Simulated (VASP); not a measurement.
# Be3Fe (Pm-3m) in VASP: further runs

Be3Fe is run at these levels: LDA; tasks: single point, relaxation of volume and atoms at fixed shape.

All numbers are computed with VASP 6.6.1; they aren't measurements. Logs are shortened: lines on timing, memory, paths and dates and some standing lists are left out, and cuts for length are marked.

**1. The cell of the first run**

Symmetry: Pm-3m, No. 221, cubic system. Conventional cell: a = 3.172 Å, b = 3.172 Å, c = 3.172 Å, α = 90.00°, β = 90.00°, γ = 90.00°. Be (site symmetry 4/mmm) has 8 Be at 2.24 Å and 4 Fe at 2.24 Å within 3.0 Å. Fe (site symmetry m-3m) has 12 Be at 2.24 Å within 3.0 Å.

**2. Single point, LDA, collinear spin, ferromagnetic start**

INCAR

```
PREC = Accurate ; ENCUT = 520
EDIFF = 1E-7 ; ISMEAR = -1
SIGMA = 0.15 ; LREAL = F
LASPH = T ; NELM = 150
ALGO = Normal ; ISIF = 2
LWAVE = F ; LCHARG = F
ISPIN = 2 ; MAGMOM = 0 0 0 3.5
LORBIT = 11 ; LMAXMIX = 4
NBANDS = 19
```

KPOINTS

```
Automatic mesh
0
Gamma
  8 8 8
```

POSCAR

```
Be3Fe
1.0
    3.1719224154      0.0000000000      0.0000000000
    0.0000000000      3.1719224154      0.0000000000
    0.0000000000      0.0000000000      3.1719224154
Be Fe
3 1
Direct
    0.0000000000      0.5000000000      0.5000000000
    0.5000000000      0.0000000000      0.5000000000
    0.5000000000      0.5000000000      0.0000000000
    0.0000000000      0.0000000000      0.0000000000
```

Potentials or basis: VASP PAW LDA potentials, release 64 (Be, Fe).

The run is started by

```bash
$ cat potpaw_LDA.64/Be/POTCAR potpaw_LDA.64/Fe/POTCAR > POTCAR
$ mpirun -np 1 vasp_std > vasp.out
```

OUTCAR:

```text
PREC = Accurate
   ENCUT = 520
   EDIFF = 1E-7
   ISMEAR = -1
   LREAL = F
   LASPH = T
   NELM = 150
   ISIF = 2
   ISPIN = 2
   LORBIT = 11

 ion  position               nearest neighbor table
   1  0.000  0.500  0.500-   2 2.24   3 2.24   4 2.24   3 2.24   4 2.24   2 2.24   4 2.24   4 2.24
                             2 2.24   3 2.24   3 2.24   2 2.24
   2  0.500  0.000  0.500-   1 2.24   3 2.24   4 2.24   3 2.24   4 2.24   1 2.24   3 2.24   3 2.24
                             1 2.24   4 2.24   4 2.24   1 2.24
   3  0.500  0.500  0.000-   1 2.24   2 2.24   4 2.24   1 2.24   2 2.24   2 2.24   4 2.24   2 2.24
                             1 2.24   4 2.24   1 2.24   4 2.24
   4  0.000  0.000  0.000-   1 2.24   2 2.24   3 2.24   1 2.24   2 2.24   1 2.24   3 2.24   1 2.24
                             2 2.24   3 2.24   2 2.24   3 2.24

  LATTYP: Found a simple cubic cell.
 ALAT       =     3.1719224154

  Lattice vectors:

 A1 = (   3.1719224154,   0.0000000000,   0.0000000000)
 A2 = (   0.0000000000,   3.1719224154,   0.0000000000)
 A3 = (   0.0000000000,   0.0000000000,   3.1719224154)

Analysis of symmetry for initial positions (statically):
=====================================================================
 Subroutine PRICEL returns:
 Original cell was already a primitive cell.

 Routine SETGRP: Setting up the symmetry group for a
 simple cubic supercell.

 Subroutine GETGRP returns: Found 48 space group operations
 (whereof 48 operations were pure point group operations)
 out of a pool of 48 trial point group operations.

The static configuration has the point symmetry O_h .

Analysis of symmetry for dynamics (positions and initial velocities):
=====================================================================
 Subroutine PRICEL returns:
 Original cell was already a primitive cell.

 Routine SETGRP: Setting up the symmetry group for a
 simple cubic supercell.

 Subroutine GETGRP returns: Found 48 space group operations
 (whereof 48 operations were pure point group operations)
 out of a pool of 48 trial point group operations.

The dynamic configuration has the point symmetry O_h .

Analysis of structural, dynamic, and magnetic symmetry:
=====================================================================
 Subroutine PRICEL returns:
 Original cell was already a primitive cell.

 Routine SETGRP: Setting up the symmetry group for a
 simple cubic supercell.

 Subroutine GETGRP returns: Found 48 space group operations
 (whereof 48 operations were pure point group operations)
 out of a pool of 48 trial point group operations.

The overall configuration has the point symmetry O_h .

 Subroutine INISYM returns: Found 48 space group operations
 (whereof 48 operations are pure point group operations),
 and found     1 'primitive' translations

----------------------------------------------------------------------------------------

                                     Primitive cell

  volume of cell :      31.9130

  direct lattice vectors                    reciprocal lattice vectors
     3.171922415  0.000000000  0.000000000     0.315266223  0.000000000  0.000000000
     0.000000000  3.171922415  0.000000000     0.000000000  0.315266223  0.000000000
     0.000000000  0.000000000  3.171922415     0.000000000  0.000000000  0.315266223

  length of vectors
     3.171922415  3.171922415  3.171922415     0.315266223  0.315266223  0.315266223

  position of ions in fractional coordinates (direct lattice)
     0.000000000  0.500000000  0.500000000
     0.500000000  0.000000000  0.500000000
     0.500000000  0.500000000  0.000000000
     0.000000000  0.000000000  0.000000000

  ion indices of the primitive-cell ions
   primitive index   ion index
                 1           1
                 2           2
                 3           3
                 4           4

----------------------------------------------------------------------------------------

 KPOINTS: Automatic mesh

Automatic generation of k-mesh.
 Grid dimensions read from file:
 generate k-points for:    8    8    8

 Generating k-lattice:

  Cartesian coordinates                     Fractional coordinates (reciprocal lattice)
     0.039408278  0.000000000  0.000000000     0.125000000  0.000000000  0.000000000
     0.000000000  0.039408278  0.000000000     0.000000000  0.125000000  0.000000000
     0.000000000  0.000000000  0.039408278     0.000000000  0.000000000  0.125000000

  Length of vectors
     0.039408278  0.039408278  0.039408278

  Shift w.r.t. Gamma in fractional coordinates (k-lattice)
     0.000000000  0.000000000  0.000000000

 Subroutine IBZKPT returns following result:
 ===========================================

 Found     35 irreducible k-points:

 Following reciprocal coordinates:
            Coordinates               Weight
  0.000000  0.000000  0.000000      1.000000
  0.125000  0.000000  0.000000      6.000000
  0.250000  0.000000  0.000000      6.000000
  0.375000  0.000000  0.000000      6.000000
  0.500000  0.000000  0.000000      3.000000
  0.125000  0.125000  0.000000     12.000000
[... 16 lines left out ...]
  0.375000  0.375000  0.125000     24.000000
  0.500000  0.375000  0.125000     24.000000
 [... further k-points ...]
   k-points           NKPTS =     35   k-points in BZ     NKDIM =     35   number of bands    NBANDS=     19
   number of dos      NEDOS =    301   number of ions     NIONS =      4
   total plane-waves  NPLWV =  13824
   dimension x,y,z NGX =    24 NGY =   24 NGZ =   24
   dimension x,y,z NGXF=    48 NGYF=   48 NGZF=   48
   ions per type =               3   1
   NGX,Y,Z   is equivalent  to a cutoff of  12.58, 12.58, 12.58 a.u.
   NGXF,Y,Z  is equivalent  to a cutoff of  25.16, 25.16, 25.16 a.u.
 SYSTEM =  unknown system
   PREC   = accura    normal or accurate (medium, high low for compatibility)
   ISTART =      0    job   : 0-new  1-cont  2-samecut
   ICHARG =      2    charge: 1-file 2-atom 10-const
   ISPIN  =      2    spin polarized calculation?
   LNONCOLLINEAR =      F non collinear calculations
   LSORBIT =      F    spin-orbit coupling
   LASPH  =      T    aspherical Exc in radial PAW
   ENCUT  =  520.0 eV  38.22 Ry    6.18 a.u.   5.90  5.90  5.90*2*pi/ulx,y,z
   NELM   =    150;   NELMIN=  2; NELMDL= -5     # of ELM steps
   EDIFF  = 0.1E-06   stopping-criterion for ELM
   LREAL  =      F    real-space projection
   EDIFFG = 0.1E-05   stopping-criterion for IOM
   NSW    =      0    number of steps for IOM
   IBRION =     -1    ionic relax: 0-MD 1-quasi-New 2-CG
   NFREE  =      0    steps in history (QN), initial steepest desc. (CG)
   ISIF   =      2    stress and relaxation
   ISYM   =      2    0-nonsym 1-usesym 2-fastsym
   POTIM  = 0.5000    time-step for ionic-motion
   TEBEG  =    0.0;   TEEND  =   0.0 temperature during run
   PSTRESS=    0.0 pullay stress
   NELECT =      14.0000    total number of electrons
   NUPDOWN=      -1.0000    fix difference up-down
   EMIN   =  10.00;   EMAX   =-10.00  energy-range for DOS
   EFERMI =   0.00;   METHOD = LEGACY
   ISMEAR =    -1;   SIGMA  =   0.15  broadening in eV -4-tet -1-fermi 0-gaus
   EFERMI_NEDOS =   21; number of points for ismear=-14 and -15
   IALGO  =     38    algorithm
   IMIX   =      4    mixing-type and parameters
     AMIX     =   0.40;   BMIX     =  1.00
     AMIX_MAG =   1.60;   BMIX_MAG =  1.00
  volume/ion in A,a.u.               =       7.98        53.84
  Fermi-wavevector in a.u.,A,eV,Ry     =   1.243927  2.350681 21.053040  1.547355
  Thomas-Fermi vector in A             =   2.378216
   LORBIT       =     11    0 simple, 1 ext, 2 COOP (PROOUT), +10 PAW based schemes
   GGA     = CA    functional components
   LHFCALC =     F    Hartree Fock is set to
   AEXX    =    0.0000 exact exchange contribution
   IVDW    =     0    specifies the selected vdW correction
   LEPSILON=     F    determine dielectric tensor
   LRPA    =     F    only Hartree local field effects (RPA)
 spin polarized calculation
  energy-cutoff  :      520.00
  volume of cell :       31.91
 maximum number of plane-waves:       912
 NGX is ok and might be reduce to    24
   NGX = 11   NGY = 11   NGZ = 11

 number of electron      14.0000008 magnetization       0.8747196

 Free energy of the ion-electron system (eV)
  ---------------------------------------------------
  ext. energy  EPLUGINS =         0.00000000
  ---------------------------------------------------
  free energy    TOTEN  =       -22.82767526 eV

  energy without entropy =      -22.65680058  energy(sigma->0) =      -22.74223792

 E-fermi :   6.8923     XC(G=0): -11.8963

 val. band max:        6.8701171402   @ k =   0.3750   0.1250   0.1250
 cond. band min:       6.9142187062   @ k =   0.1250   0.0000   0.0000
 fundamental gap:      0.0441015660
 Fermi energy:         6.8923352994

 spin component 1

 k-point     1 :       0.0000    0.0000    0.0000
  band No.  band energies     occupation
      1      -3.5870      1.00000
      2       3.7363      1.00000
      3       3.7363      1.00000
      4       5.6331      0.99977
      5       5.6331      0.99977
      6       5.6331      0.99977
[... 11 lines left out ...]
     18      20.8740      0.00000
     19      25.3838      0.00000
[... 489 lines left out ...]
      3       3.0914      1.00000
      4       3.1864      1.00000
      5       4.4060      1.00000
      6       4.5716      1.00000
[... 11 lines left out ...]
     18      23.5602      0.00000
     19      25.3529      0.00000

 [... further k-points ...]

 spin component 2

 k-point     1 :       0.0000    0.0000    0.0000
  band No.  band energies     occupation
      1      -3.5339      1.00000
      2       4.4155      1.00000
      3       4.4155      1.00000
      4       6.1948      0.99053
      5       6.1948      0.99053
      6       6.1948      0.99053
[... 11 lines left out ...]
     18      20.9403      0.00000
     19      25.4843      0.00000
[... 489 lines left out ...]
      3       3.2205      1.00000
      4       3.4344      1.00000
      5       4.8509      1.00000
      6       5.0662      0.99999
[... 11 lines left out ...]
     18      23.6045      0.00000
     19      25.5711      0.00000

 [... further k-points ...]
[... 5 lines left out ...]
  --------------------------------------------------------------------------------------
  -------------------------------------------------------------------------------------
  Total        0.0411471      0.0411471      0.0411471     -0.0000000     -0.0000000     -0.0000000
  in kB        2.0657691      2.0657691      2.0657691     -0.0000000     -0.0000000     -0.0000000
  external PRESSURE =       2.0657691 kB  Pullay stress =       0.0000000 kB

 VOLUME and BASIS-vectors are now :
 -----------------------------------------------------------------------------
  energy-cutoff  :      520.00
  volume of cell :       31.91
      direct lattice vectors                 reciprocal lattice vectors
     3.171922415  0.000000000  0.000000000     0.315266223  0.000000000  0.000000000
     0.000000000  3.171922415  0.000000000     0.000000000  0.315266223  0.000000000
     0.000000000  0.000000000  3.171922415     0.000000000  0.000000000  0.315266223

 POSITION                                       TOTAL-FORCE (eV/Angst)
 -----------------------------------------------------------------------------------
      0.00000      1.58596      1.58596         0.000000      0.000000      0.000000
      1.58596      0.00000      1.58596         0.000000      0.000000      0.000000
      1.58596      1.58596      0.00000         0.000000      0.000000      0.000000
      0.00000      0.00000      0.00000         0.000000      0.000000      0.000000
 -----------------------------------------------------------------------------------
    total drift:                               -0.000000      0.000000      0.000000

  FREE ENERGIE OF THE ION-ELECTRON SYSTEM (eV)
  ---------------------------------------------------
  free  energy   TOTEN  =       -22.8276752557 eV

  energy  without entropy=      -22.6568005816  energy(sigma->0) =      -22.74223792

 total charge

# of ion       s       p       d       tot
------------------------------------------
    1        0.459   0.782   0.000   1.240
    2        0.459   0.782   0.000   1.240
    3        0.459   0.782   0.000   1.240
    4        0.487   0.626   6.563   7.676
--------------------------------------------------
tot          1.863   2.971   6.563  11.398

 magnetization (x)

# of ion       s       p       d       tot
------------------------------------------
    1       -0.005  -0.005   0.000  -0.010
    2       -0.005  -0.005   0.000  -0.010
    3       -0.005  -0.005   0.000  -0.010
    4        0.016   0.007   0.864   0.887
--------------------------------------------------
tot          0.002  -0.009   0.864   0.857
```

Wall time 27 s (1 thread of Intel Xeon Platinum 8259CL at 2.50GHz (Skylake/Cascade Lake), shared host); peak memory 0.15 GiB.

What came out:

```yaml
Free_energy: -22.8277 eV
Pressure: 0.2 GPa
Net_moment: 0.87 μB per cell
Site_moments: Be -0.01; Fe +0.89 μB
Valence_electrons_inside_the_program's_atomic_spheres: Be 1.24; Fe 7.68
```

Levels at points of the mesh, in eV from the Fermi level:
Spin up:
```tsv
k point	band 5	band 6	band 7	band 8	band 9	band 10
(0.00, 0.00, 0.00)	-1.26	-1.26	-0.73	-0.73	-0.73	6.36
(0.50, 0.00, 0.00)	-2.88	-1.18	-0.86	3.95	3.95	4.54
(0.50, 0.50, 0.00)	-2.32	-2.32	-0.94	-0.15	0.21	5.27
(0.50, 0.50, 0.50)	-2.94	-2.94	-2.94	-0.86	-0.86	4.08
```
Spin down:
| k point | band 4 | band 5 | band 6 | band 7 | band 8 | band 9 |
| --- | --- | --- | --- | --- | --- | --- |
| (0.00, 0.00, 0.00) | -0.70 | -0.70 | -0.70 | -0.63 | -0.63 | -0.63 |
| (0.50, 0.00, 0.00) | -2.47 | -2.47 | -0.54 | 0.06 | 3.99 | 3.99 |
| (0.50, 0.50, 0.00) | -4.09 | -1.82 | -1.82 | 0.03 | 0.65 | 0.73 |
| (0.50, 0.50, 0.50) | -3.21 | -2.89 | -2.89 | -2.89 | 0.13 | 0.13 |

**3. Relaxation of volume and atoms at fixed shape, LDA, collinear spin, ferromagnetic start**

This run uses another cell than the first one, of 8.50 Å³/atom.

INCAR

```
SYSTEM = Be3Fe
PREC = Accurate
ENCUT = 600
EDIFF = 1E-6
ISMEAR = -1
SIGMA = 0.15
LREAL = .False.
LASPH = .True.
NELM = 150
ALGO = Normal
ISIF = 8
LWAVE = .False.
LCHARG = .False.
ISPIN = 2
MAGMOM = 0 0 0 3.5
LORBIT = 11
LMAXMIX = 4
GGA = CA
IBRION = 2
NSW = 80
EDIFFG = -0.01
```

KPOINTS

```
Automatic mesh
0
Gamma
  8 8 8
  0 0 0
```

POSCAR

```
Be3Fe
1.0
    3.2390010000      0.0000000000      0.0000000000
    0.0000000000      3.2390010000      0.0000000000
    0.0000000000      0.0000000000      3.2390010000
Be Fe
3 1
Direct
    0.0000000000      0.5000000000      0.5000000000
    0.5000000000      0.0000000000      0.5000000000
    0.5000000000      0.5000000000      0.0000000000
    0.0000000000      0.0000000000      0.0000000000
```

Potentials or basis: VASP PAW LDA potentials, release 64 (Be, Fe).

The run is started by

```bash
$ cat potpaw_LDA.64/Be/POTCAR potpaw_LDA.64/Fe/POTCAR > POTCAR
$ mpirun -np 1 vasp_std > vasp.out
```

Wall time 74 s (1 thread of Intel Xeon Platinum 8259CL at 2.50GHz (Skylake/Cascade Lake), shared host); peak memory 0.17 GiB.

Results (log left out):

```
Free energy                                           : -22.8280 eV
Relaxed volume                                        : 7.99 Å³/atom
Relaxed cell                                          : a = 3.173 Å, b = 3.173 Å, c = 3.173 Å, α = 90.00°, β = 90.00°, γ = 90.00°
Space group after relaxing (to 0.1 Å)                 : Pm-3m (No. 221)
Energy gained by relaxing                             : 15.6 meV/atom
Ionic steps                                           : 3
Pressure after relaxing                               : 0.0 GPa
Net moment                                            : 0.88 μB per cell
Site moments                                          : Be -0.01; Fe +0.89 μB
Valence electrons inside the program's atomic spheres : Be 1.24; Fe 7.67
```

The path:
```
step  energy change (eV)  largest force (eV/Å)  pressure (GPa)  volume (Å³)
   1              0.0000                0.0000           -9.41        33.98
   2             -0.0602                0.0000            2.09        31.59
   3             -0.0625                0.0000            0.02        31.95
```

Final structure:
```yaml
crystal:
  lattice:
    - [3.17329, 0.00000, 0.00000]
    - [0.00000, 3.17329, 0.00000]
    - [0.00000, 0.00000, 3.17329]
  atoms:
    - { symbol: Be, position: [0.00000, 0.50000, 0.50000] }
    - { symbol: Be, position: [0.50000, 0.00000, 0.50000] }
    - { symbol: Be, position: [0.50000, 0.50000, 0.00000] }
    - { symbol: Fe, position: [0.00000, 0.00000, 0.00000] }
```

Levels at points of the mesh, in eV from the Fermi level:
Spin up:
```tsv
k point	band 4	band 5	band 6	band 7	band 8	band 9	band 10	band 11
(0.00, 0.00, 0.00)	-1.26	-1.26	-1.26	-0.72	-0.72	-0.72	6.35	8.65
(0.50, 0.00, 0.00)	-2.88	-2.88	-1.18	-0.86	3.94	3.94	4.53	4.53
(0.50, 0.50, 0.00)	-4.13	-2.32	-2.32	-0.94	-0.16	0.20	5.27	8.22
(0.50, 0.50, 0.50)	-3.57	-2.93	-2.93	-2.93	-0.86	-0.86	4.07	4.85
```
Spin down:
```
           k point  band 2  band 3  band 4  band 5  band 6  band 7  band 8  band 9  band 10  band 11
(0.00, 0.00, 0.00)   -2.47   -2.47   -0.70   -0.70   -0.70   -0.63   -0.63   -0.63     6.48     9.03
(0.50, 0.00, 0.00)   -7.39   -2.66   -2.47   -2.47   -0.54    0.06    3.99    3.99     4.79     4.79
(0.50, 0.50, 0.00)   -5.34   -4.09   -4.09   -1.81   -1.81    0.03    0.65    0.73     5.27     8.42
(0.50, 0.50, 0.50)   -3.21   -3.21   -3.21   -2.88   -2.88   -2.88    0.13    0.13     4.29     5.19
```
